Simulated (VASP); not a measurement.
Set up this calculation in VASP 6.6.1, as the native input.

```
Task                   : single point
Functional             : LDA
Potentials or basis    : VASP PAW LDA potentials, release 64 (Li_sv, H)
Cutoff                 : 520 eV
k mesh                 : 10 × 10 × 10
Occupations            : gaussian, width 0.05 eV
Spin                   : no spin polarisation
Dipole correction      : no
Further INCAR settings : ALGO = Normal; EDIFF = 1e-07; NBANDS = 9
```

The structure of LiH lies in POSCAR:

```
LiH
1.0
    0.0000000000      1.8699000000      2.1138000000
    1.8699000000      0.0000000000      2.1138000000
    1.8699000000      1.8699000000      0.0000000000
Li H
1 1
Direct
    0.0000000000      0.0000000000      0.0000000000
    0.5000000000      0.5000000000      0.5000000000
```

This cell differs from its parent crystal: strain -0.080 along x and y, +0.040 along z.

These files were run (other wordings do the same):

INCAR

```
SYSTEM = LiH
  PREC = Accurate
  ENCUT = 520
  EDIFF = 1E-7
  ISMEAR = 0
  SIGMA = 0.05
  LREAL = .False.
  LASPH = .True.
  NELM = 60
  ALGO = Normal
  ISIF = 2
  LWAVE = .False.
  LCHARG = .False.
  GGA = CA
  NBANDS = 9
```

KPOINTS

```
regular mesh
0
Gamma
  10 10 10
  0 0 0
```

Potentials or basis: VASP PAW LDA potentials, release 64 (Li_sv, H).

Run with:

```console
$ cat potpaw_LDA.64/Li_sv/POTCAR potpaw_LDA.64/H/POTCAR > POTCAR
$ mpirun -np 1 vasp_std > vasp.out
```

Results of the run:

The band gap on the k mesh is 1.14 eV, indirect (least direct gap 2.17 eV).

Caveat: the cell differs from its parent crystal (strain -0.080 along x and y, +0.040 along z).

Wall time 7.2 s on 1 thread of Intel Xeon 6975P-C, with other jobs on the host, peak memory 0.12 GiB.
